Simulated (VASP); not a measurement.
# ZnAu (Pm-3m) in VASP: further runs

Runs on ZnAu. Level: r2SCAN. Tasks: single point.

All numbers are computed with VASP 6.6.1; they aren't measurements. Logs are shortened: lines on timing, memory, paths and dates and some standing lists are left out, and cuts for length are marked.

### Step 1. The cell of the first run

The structure is cubic, space group Pm-3m (No. 221). Conventional cell: a = 3.117 Å, b = 3.117 Å, c = 3.117 Å, α = 90.00°, β = 90.00°, γ = 90.00°. Within 3.6 Å of Zn (site symmetry m-3m) lie 8 Au at 2.70 Å and 6 Zn at 3.12 Å. Au (site symmetry m-3m) has 8 Zn at 2.70 Å and 6 Au at 3.12 Å within 3.6 Å.

### Step 2. Single point, r2SCAN (15.14 Å³/atom)

Contents of POSCAR:

```
ZnAu
1.0
    3.1166892241      0.0000000000      0.0000000000
    0.0000000000      3.1166892241      0.0000000000
    0.0000000000      0.0000000000      3.1166892241
Zn Au
1 1
Direct
    0.5000000000      0.5000000000      0.5000000000
    0.0000000000      0.0000000000      0.0000000000
```

Contents of INCAR.step1:

```
PREC = Accurate
ENCUT = 520
ISMEAR = 0
SIGMA = 0.1
LREAL = False
LASPH = True
NELM = 80
NBANDS = 18
GGA = PE
ALGO = Normal
EDIFF = 1E-4
LWAVE = True
LCHARG = False
```

Contents of INCAR.step2:

```
PREC = Accurate
ENCUT = 520
EDIFF = 1E-6
ISMEAR = 0
SIGMA = 0.1
LREAL = False
LASPH = True
NELM = 80
ALGO = Normal
ISIF = 2
LWAVE = False
LCHARG = False
METAGGA = R2SCAN
LMIXTAU = True
NBANDS = 18
ISTART = 1
```

Contents of KPOINTS:

```
regular mesh
0
Gamma
  14 14 14
```

Potentials or basis: VASP PAW PBE potentials, release 64 (Zn, Au).

Command:

```sh
$ cat potpaw_PBE.64/Zn/POTCAR potpaw_PBE.64/Au/POTCAR > POTCAR
$ cp INCAR.step1 INCAR
$ mpirun -np 1 vasp_std > vasp.out
$ cp INCAR.step2 INCAR
$ mpirun -np 1 vasp_std > vasp.out
```

OUTCAR:

```text
PREC = Accurate
   ENCUT = 520
   EDIFF = 1E-6
   ISMEAR = 0
   LREAL = False
   LASPH = True
   NELM = 80
   ISIF = 2
   METAGGA = R2SCAN
   ISTART = 1

 ion  position               nearest neighbor table
   1  0.500  0.500  0.500-   2 2.70   2 2.70   2 2.70   2 2.70   2 2.70   2 2.70   2 2.70   2 2.70

   2  0.000  0.000  0.000-   1 2.70   1 2.70   1 2.70   1 2.70   1 2.70   1 2.70   1 2.70   1 2.70

  LATTYP: Found a simple cubic cell.
 ALAT       =     3.1166892241

  Lattice vectors:

 A1 = (   3.1166892241,   0.0000000000,   0.0000000000)
 A2 = (   0.0000000000,   3.1166892241,   0.0000000000)
 A3 = (   0.0000000000,   0.0000000000,   3.1166892241)

Analysis of symmetry for initial positions (statically):
=====================================================================
 Subroutine PRICEL returns:
 Original cell was already a primitive cell.

 Routine SETGRP: Setting up the symmetry group for a
 simple cubic supercell.

 Subroutine GETGRP returns: Found 48 space group operations
 (whereof 48 operations were pure point group operations)
 out of a pool of 48 trial point group operations.

The static configuration has the point symmetry O_h .

Analysis of symmetry for dynamics (positions and initial velocities):
=====================================================================
 Subroutine PRICEL returns:
 Original cell was already a primitive cell.

 Routine SETGRP: Setting up the symmetry group for a
 simple cubic supercell.

 Subroutine GETGRP returns: Found 48 space group operations
 (whereof 48 operations were pure point group operations)
 out of a pool of 48 trial point group operations.

The dynamic configuration has the point symmetry O_h .

 Subroutine INISYM returns: Found 48 space group operations
 (whereof 48 operations are pure point group operations),
 and found     1 'primitive' translations

----------------------------------------------------------------------------------------

                                     Primitive cell

  volume of cell :      30.2747

  direct lattice vectors                    reciprocal lattice vectors
     3.116689224  0.000000000  0.000000000     0.320853293  0.000000000  0.000000000
     0.000000000  3.116689224  0.000000000     0.000000000  0.320853293  0.000000000
     0.000000000  0.000000000  3.116689224     0.000000000  0.000000000  0.320853293

  length of vectors
     3.116689224  3.116689224  3.116689224     0.320853293  0.320853293  0.320853293

  position of ions in fractional coordinates (direct lattice)
     0.500000000  0.500000000  0.500000000
     0.000000000  0.000000000  0.000000000

  ion indices of the primitive-cell ions
   primitive index   ion index
                 1           1
                 2           2

----------------------------------------------------------------------------------------

 KPOINTS: regular mesh

Automatic generation of k-mesh.
 Grid dimensions read from file:
 generate k-points for:   14   14   14

 Generating k-lattice:

  Cartesian coordinates                     Fractional coordinates (reciprocal lattice)
     0.022918092  0.000000000  0.000000000     0.071428571  0.000000000  0.000000000
     0.000000000  0.022918092  0.000000000     0.000000000  0.071428571  0.000000000
     0.000000000  0.000000000  0.022918092     0.000000000  0.000000000  0.071428571

  Length of vectors
     0.022918092  0.022918092  0.022918092

  Shift w.r.t. Gamma in fractional coordinates (k-lattice)
     0.000000000  0.000000000  0.000000000

 Subroutine IBZKPT returns following result:
 ===========================================

 Found    120 irreducible k-points:

 Following reciprocal coordinates:
            Coordinates               Weight
  0.000000  0.000000  0.000000      1.000000
  0.071429  0.000000  0.000000      6.000000
  0.142857  0.000000  0.000000      6.000000
  0.214286  0.000000  0.000000      6.000000
  0.285714  0.000000  0.000000      6.000000
  0.357143  0.000000  0.000000      6.000000
[... 16 lines left out ...]
  0.285714  0.214286  0.000000     24.000000
  0.357143  0.214286  0.000000     24.000000
 [... further k-points ...]
   k-points           NKPTS =    120   k-points in BZ     NKDIM =    120   number of bands    NBANDS=     18
   number of dos      NEDOS =    301   number of ions     NIONS =      2
   total plane-waves  NPLWV =  13824
   dimension x,y,z NGX =    24 NGY =   24 NGZ =   24
   dimension x,y,z NGXF=    48 NGYF=   48 NGZF=   48
   ions per type =               1   1
   NGX,Y,Z   is equivalent  to a cutoff of  12.80, 12.80, 12.80 a.u.
   NGXF,Y,Z  is equivalent  to a cutoff of  25.60, 25.60, 25.60 a.u.
 SYSTEM =  unknown system
   PREC   = accura    normal or accurate (medium, high low for compatibility)
   ISTART =      1    job   : 0-new  1-cont  2-samecut
   ICHARG =      0    charge: 1-file 2-atom 10-const
   ISPIN  =      1    spin polarized calculation?
   LNONCOLLINEAR =      F non collinear calculations
   LSORBIT =      F    spin-orbit coupling
   LASPH  =      T    aspherical Exc in radial PAW
   ENCUT  =  520.0 eV  38.22 Ry    6.18 a.u.   5.79  5.79  5.79*2*pi/ulx,y,z
   NELM   =     80;   NELMIN=  2; NELMDL=  0     # of ELM steps
   EDIFF  = 0.1E-05   stopping-criterion for ELM
   LREAL  =      F    real-space projection
   EDIFFG = 0.1E-04   stopping-criterion for IOM
   NSW    =      0    number of steps for IOM
   IBRION =     -1    ionic relax: 0-MD 1-quasi-New 2-CG
   NFREE  =      0    steps in history (QN), initial steepest desc. (CG)
   ISIF   =      2    stress and relaxation
   ISYM   =      2    0-nonsym 1-usesym 2-fastsym
   POTIM  = 0.5000    time-step for ionic-motion
   TEBEG  =    0.0;   TEEND  =   0.0 temperature during run
   PSTRESS=    0.0 pullay stress
   NELECT =      23.0000    total number of electrons
   NUPDOWN=      -1.0000    fix difference up-down
   EMIN   =  10.00;   EMAX   =-10.00  energy-range for DOS
   EFERMI =   0.00;   METHOD = LEGACY
   ISMEAR =     0;   SIGMA  =   0.10  broadening in eV -4-tet -1-fermi 0-gaus
   EFERMI_NEDOS =   21; number of points for ismear=-14 and -15
   IALGO  =     38    algorithm
   IMIX   =      4    mixing-type and parameters
     AMIX     =   0.40;   BMIX     =  1.00
     AMIX_MAG =   1.60;   BMIX_MAG =  1.00
  volume/ion in A,a.u.               =      15.14       102.15
  Fermi-wavevector in a.u.,A,eV,Ry     =   1.493794  2.822861 30.360305  2.231419
  Thomas-Fermi vector in A             =   2.606149
   LORBIT       =      0    0 simple, 1 ext, 2 COOP (PROOUT), +10 PAW based schemes
   METAGGA = R2SCAN    functional components
   LHFCALC =     F    Hartree Fock is set to
   AEXX    =    0.0000 exact exchange contribution
   IVDW    =     0    specifies the selected vdW correction
   LEPSILON=     F    determine dielectric tensor
   LRPA    =     F    only Hartree local field effects (RPA)
 non-spin polarized calculation
 Gauss-broadening in eV      SIGMA  =   0.10
  energy-cutoff  :      520.00
  volume of cell :       30.27
 maximum number of plane-waves:       840
 NGX is ok and might be reduce to    24
   NGX = 11   NGY = 11   NGZ = 11

 number of electron      22.9999963 magnetization

 Free energy of the ion-electron system (eV)
  ---------------------------------------------------
  ext. energy  EPLUGINS =         0.00000000
  ---------------------------------------------------
  free energy    TOTEN  =       -59.91851952 eV

  energy without entropy =      -59.91474128  energy(sigma->0) =      -59.91663040

 E-fermi :   7.3560     XC(G=0): -13.6232

 val. band max:        7.3494996027   @ k =   0.2857   0.0714   0.0000
 cond. band min:       7.3944839089   @ k =   0.5000   0.4286   0.2857
 fundamental gap:      0.0449843062
 Fermi energy:         7.3559647555

 k-point     1 :       0.0000    0.0000    0.0000
  band No.  band energies     occupation
      1      -3.9642      2.00000
      2      -1.3123      2.00000
      3      -1.3123      2.00000
      4      -0.5261      2.00000
      5      -0.5261      2.00000
      6      -0.5261      2.00000
[... 10 lines left out ...]
     17      20.0854      0.00000
     18      26.6358      0.00000

 k-point     2 :       0.0714    0.0000    0.0000
  band No.  band energies     occupation
      1      -3.8672      2.00000
      2      -1.2895      2.00000
      3      -1.2818      2.00000
      4      -0.5271      2.00000
      5      -0.5271      2.00000
      6      -0.5176      2.00000
[... 10 lines left out ...]
     17      20.5436      0.00000
     18      26.5513      0.00000

 k-point     3 :       0.1429    0.0000    0.0000
  band No.  band energies     occupation
      1      -3.5806      2.00000
      2      -1.2238      2.00000
      3      -1.1970      2.00000
      4      -0.5292      2.00000
      5      -0.5292      2.00000
      6      -0.4935      2.00000
[... 10 lines left out ...]
     17      22.0069      0.00000
     18      26.3925      0.00000

 k-point     4 :       0.2143    0.0000    0.0000
  band No.  band energies     occupation
      1      -3.1194      2.00000
      2      -1.1233      2.00000
      3      -1.0762      2.00000
      4      -0.5309      2.00000
      5      -0.5309      2.00000
      6      -0.4580      2.00000
[... 375 lines left out ...]
      4      -0.6627      2.00000
      5      -0.4861      2.00000
      6      -0.4197      2.00000
[... 10 lines left out ...]
     17      23.8190      0.00000
     18      24.3429      0.00000

 k-point    23 :       0.2857    0.2143    0.0000
  band No.  band energies     occupation
      1      -1.9438      2.00000
      2      -0.9952      2.00000
      3      -0.7252      2.00000
      4      -0.6937      2.00000
      5      -0.4510      2.00000
      6      -0.3796      2.00000
[... 10 lines left out ...]
     17      23.4953      0.00000
     18      23.9748      0.00000

 k-point    24 :       0.3571    0.2143    0.0000
  band No.  band energies     occupation
      1      -1.5443      2.00000
      2      -0.9857      2.00000
      3      -0.7026      2.00000
      4      -0.6220      2.00000
      5      -0.5038      2.00000
      6      -0.1308      2.00000
[... 10 lines left out ...]
     17      22.5831      0.00000
     18      22.9906      0.00000

 [... further k-points ...]
[... 5 lines left out ...]
  --------------------------------------------------------------------------------------
  -------------------------------------------------------------------------------------
  Total        0.9277724      0.9277724      0.9277724     -0.0000000     -0.0000000     -0.0000000
  in kB       49.0988742     49.0988742     49.0988742     -0.0000000     -0.0000000     -0.0000000
  external PRESSURE =      49.0988742 kB  Pullay stress =       0.0000000 kB

 VOLUME and BASIS-vectors are now :
 -----------------------------------------------------------------------------
  energy-cutoff  :      520.00
  volume of cell :       30.27
      direct lattice vectors                 reciprocal lattice vectors
     3.116689224  0.000000000  0.000000000     0.320853293  0.000000000  0.000000000
     0.000000000  3.116689224  0.000000000     0.000000000  0.320853293  0.000000000
     0.000000000  0.000000000  3.116689224     0.000000000  0.000000000  0.320853293

 POSITION                                       TOTAL-FORCE (eV/Angst)
 -----------------------------------------------------------------------------------
      1.55834      1.55834      1.55834         0.000000      0.000000      0.000000
      0.00000      0.00000      0.00000         0.000000      0.000000      0.000000
 -----------------------------------------------------------------------------------
    total drift:                                0.000000      0.000000     -0.000000

  FREE ENERGIE OF THE ION-ELECTRON SYSTEM (eV)
  ---------------------------------------------------
  free  energy   TOTEN  =       -59.9185195150 eV

  energy  without entropy=      -59.9147412780  energy(sigma->0) =      -59.91663040
```

Wall time 1.9 min (1 thread of Intel Xeon 8259CL, shared host); peak memory 0.2 GiB.

What came out:

* Free energy: -59.9185 eV
* Pressure: 4.9 GPa
* Band gap on the k mesh: zero (an odd number of electrons rules out a gap without spin polarisation)

Caveat: the cell stands under pressure; the PAW data sets were made with another functional, which shifts forces and pressure a little; spin-orbit coupling is left out, which moves the levels of the heavy elements.

### Step 3. Single point, r2SCAN (16.07 Å³/atom)

This run uses another cell than the first one, of 16.07 Å³/atom.

Contents of POSCAR:

```
ZnAu
1.0
    3.1796696111      0.0000000000      0.0000000000
    0.0000000000      3.1796696111      0.0000000000
    0.0000000000      0.0000000000      3.1796696111
Zn Au
1 1
Direct
    0.5000000000      0.5000000000      0.5000000000
    0.0000000000      0.0000000000      0.0000000000
```

Contents of INCAR.step1:

```
ALGO = Normal
EDIFF = 1E-4
ENCUT = 520
GGA = PE
ISMEAR = 0
LASPH = True
LCHARG = False
LREAL = False
LWAVE = True
NBANDS = 18
NELM = 100
PREC = Accurate
SIGMA = 0.1
```

Contents of INCAR.step2:

```
ALGO = Normal
EDIFF = 1E-6
ENCUT = 520
ISIF = 2
ISMEAR = 0
ISTART = 1
LASPH = True
LCHARG = False
LMIXTAU = True
LREAL = False
LWAVE = False
METAGGA = R2SCAN
NBANDS = 18
NELM = 100
PREC = Accurate
SIGMA = 0.1
```

Contents of KPOINTS:

```
k-points
0
Gamma
  14 14 14
```

Potentials or basis: VASP PAW PBE potentials, release 64 (Zn, Au).

Command:

```sh
$ cat potpaw_PBE.64/Zn/POTCAR potpaw_PBE.64/Au/POTCAR > POTCAR
$ cp INCAR.step1 INCAR
$ mpirun -np 1 vasp_std > vasp.out
$ cp INCAR.step2 INCAR
$ mpirun -np 1 vasp_std > vasp.out
```

Run time: 1.7 min. Hardware: 1 thread of Intel Xeon 8259CL, shared host; peak memory 0.2 GiB.

It converged, with:

```yaml
Free_energy: -59.9234 eV
Pressure: -3.4 GPa
Band_gap_on_the_k_mesh: zero (an odd number of electrons rules out a gap without spin polarisation)
```

Levels at points of the mesh, in eV from the Fermi level:
```csv
k point,band 10,band 11,band 12,band 13,band 14,band 15
"(0.00, 0.00, 0.00)",-3.94,-3.94,5.24,5.24,5.24,9.06
"(0.50, 0.00, 0.00)",-5.07,-4.07,-2.54,10.75,11.35,11.35
"(0.50, 0.50, 0.00)",-3.36,-1.90,-1.90,0.71,2.57,10.88
"(0.50, 0.50, 0.50)",-3.31,1.69,3.55,3.83,3.83,3.83
```

Caveat: the cell stands under tension; the PAW data sets were made with another functional, which shifts forces and pressure a little; spin-orbit coupling is left out, which moves the levels of the heavy elements.

### Step 4. Single point, r2SCAN (16.54 Å³/atom)

This run uses another cell than the first one, of 16.54 Å³/atom.

Contents of POSCAR:

```
ZnAu
1.0
    3.2102452331      0.0000000000      0.0000000000
    0.0000000000      3.2102452331      0.0000000000
    0.0000000000      0.0000000000      3.2102452331
Zn Au
1 1
Direct
    0.5000000000      0.5000000000      0.5000000000
    0.0000000000      0.0000000000      0.0000000000
```

Contents of INCAR.step1:

```
PREC = Accurate
ENCUT = 520
ISMEAR = 0
SIGMA = 0.1
LREAL = F
LASPH = T
NELM = 80
NBANDS = 18
GGA = PE
ALGO = Normal
EDIFF = 1E-4
LWAVE = T
LCHARG = F
```

Contents of INCAR.step2:

```
PREC = Accurate
ENCUT = 520
EDIFF = 1E-7
ISMEAR = 0
SIGMA = 0.1
LREAL = F
LASPH = T
NELM = 80
ALGO = Normal
ISIF = 2
LWAVE = F
LCHARG = F
METAGGA = R2SCAN
LMIXTAU = T
NBANDS = 18
ISTART = 1
```

Contents of KPOINTS:

```
regular mesh
0
Gamma
  14 14 14
```

Command:

```sh
$ cat potpaw_PBE.64/Zn/POTCAR potpaw_PBE.64/Au/POTCAR > POTCAR
$ cp INCAR.step1 INCAR
$ mpirun -np 1 vasp_std > vasp.out
$ cp INCAR.step2 INCAR
$ mpirun -np 1 vasp_std > vasp.out
```

It took 1.9 min on 1 thread of Intel Xeon 8259CL, shared host; peak memory 0.2 GiB.

The run converged. Its results:

| Item | Value |
| --- | --- |
| Free energy | -59.8941 eV |
| Pressure | -6.4 GPa |
| Band gap on the k mesh | zero (an odd number of electrons rules out a gap without spin polarisation) |

Levels at points of the mesh, in eV from the Fermi level:
```tsv
k point	band 8	band 9	band 10	band 11	band 12	band 13	band 14	band 15	band 16	band 17
(0.00, 0.00, 0.00)	-5.50	-3.88	-3.88	-3.88	5.20	5.20	5.20	8.69	12.12	12.12
(0.50, 0.00, 0.00)	-5.38	-4.94	-4.94	-4.00	-2.53	10.70	11.17	11.17	11.29	11.29
(0.50, 0.50, 0.00)	-4.24	-4.24	-3.32	-1.77	-1.77	0.61	2.40	10.71	13.13	13.13
(0.50, 0.50, 0.50)	-6.36	-3.28	-3.28	1.60	3.38	3.81	3.81	3.81	5.91	5.91
```

Caveat: the cell stands under tension; the PAW data sets were made with another functional, which shifts forces and pressure a little; spin-orbit coupling is left out, which moves the levels of the heavy elements.

### Step 5. Summary

```tsv
cell	gap on the mesh (eV)	pressure (GPa)
a = 3.117 Å, 2 atoms	none	4.9
a = 3.180 Å, 2 atoms	none	-3.4
a = 3.210 Å, 2 atoms	none	-6.4
```

Alike in all rows: task single point; level r2SCAN; potentials or basis VASP PAW PBE potentials, release 64 (Zn, Au); no spin polarisation; k mesh 14 × 14 × 14; cutoff (eV) 520; smearing gaussian 0.1 eV.

Caveats: the PAW data sets were made with another functional, which shifts forces and pressure a little; spin-orbit coupling is left out, which moves the levels of the heavy elements; the cell stands under tension (at least some runs); the cell stands under pressure (at least some runs).

Total energies depend on the potentials used, so only differences within one code and one set of settings carry meaning.

The gap in the log of VASP goes by the Fermi energy; the results here count the filled bands.